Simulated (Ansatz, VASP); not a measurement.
**H in VASP and in Ansatz**

```
H
1.0
    -1.66425    1.66425    2.12653
     1.66425   -1.66425    2.12653
     1.66425    1.66425   -2.12653
H
2
Direct
  0.90986 0.90986 0.00000
  0.09014 0.09014 0.00000
```

Alike in both runs: task single point; functional LDA; k mesh 10 × 10 × 10; occupations gaussian, width 0.05 eV; no spin polarisation.

|  | VASP | Ansatz |
| --- | --- | --- |
| version | VASP 6.6.1 | Ansatz 0.2.0 |
| potentials or method | VASP PAW LDA potentials, release 64 (H), cutoff 520 eV | scalar-relativistic, plane waves, PAW |
| valence electrons in the cell | 2 | 2 |

```tsv
	VASP	Ansatz	Ansatz less VASP
gap on the k mesh at the Fermi level (eV)	8.12	8.13	+0.006
least direct gap on the mesh (eV)	8.98	8.98	+0.006
pressure (GPa)	-0.7	-0.5	+0.17
traceless stress, the component that is largest in VASP (GPa)	0.44	0.41	-0.032
rms of the force components (eV/Å)	0.074	0.065	-0.0089
```

LDA's correlation is that of Perdew and Zunger in VASP and of Perdew and Wang (1992) in Ansatz. Atom by atom the forces differ by 0.009 eV/Å (rms over components).
